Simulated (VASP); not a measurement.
The system is Se.

```
CELL_PARAMETERS angstrom
3.13603 0.00000 0.00000
-1.56802 2.71588 0.00000
0.00000 0.00000 5.12114
ATOMIC_POSITIONS crystal
Se 0.33333 0.66667 0.25000
Se 0.66667 0.33333 0.75000
```

This isn't the form of Se at room conditions, which is trigonal, of chains.

| Property | Result |
| --- | --- |
| Program | VASP 6.6.1 |
| Task | relaxation of cell and atoms |
| Functional | r2SCAN |
| Potentials or basis | VASP PAW PBE potentials, release 64 (Se) |
| Cutoff | 600 eV |
| k mesh | 12 × 12 × 6 |
| Occupations | fermi-dirac, width 0.1 eV |
| Spin | no spin polarisation |

At the start: pressure -4.1 GPa; volume 21.81 Å³/atom.

Question: Where does the relaxation end?

Answer: Over 21 steps the energy falls by 439.9 meV/atom and the volume is 22.03 Å³/atom (+1.0 %); space group P6_3/mmc (No. 194, to 0.1 Å) before and after.

The path:
```
step  energy change (eV)  largest force (eV/Å)  pressure (GPa)  volume (Å³)
   1              0.0000                0.0000           -4.09        43.62
   2             -0.0680                0.0000            0.92        40.19
   3             -0.0696                0.0000            1.89        39.68
   4             -0.1559                0.0000            3.90        38.83
   5             -0.4111                0.0000           16.00        35.86
   6             -0.4232                0.0000           16.31        35.86
   7             -0.4490                0.0000           17.38        35.85
   8             -0.4540                0.0000           20.00        35.78
   9             -0.5009                0.0000           18.61        36.19
  10             -0.6204                0.0000           14.81        37.42
  11             -0.7799                0.0000            8.63        39.93
  12             -0.8367                0.0000           -0.03        45.13
  13             -0.8509                0.0000            1.95        43.65
  14             -0.8513                0.0000            2.30        43.41
  15             -0.8599                0.0000            1.94        43.49
  16             -0.8764                0.0000            0.94        43.70
  17             -0.8683                0.0000           -0.85        44.07
  18             -0.8795                0.0000            0.28        43.84
  19             -0.8795                0.0000            0.31        43.83
  20             -0.8796                0.0000            0.21        43.91
  21             -0.8797                0.0000            0.01        44.05
```

Final structure:
```
Se
1.0
     3.64555    0.00000    0.00000
    -1.82277    3.15714    0.00000
     0.00000    0.00000    3.82754
Se
2
Direct
  0.33333 0.66667 0.25000
  0.66667 0.33333 0.75000
```

Caveat: a cell axis changed by over 15 % at a fixed basis, so the end point is rough; the PAW data sets were made with another functional, which shifts forces and pressure a little.
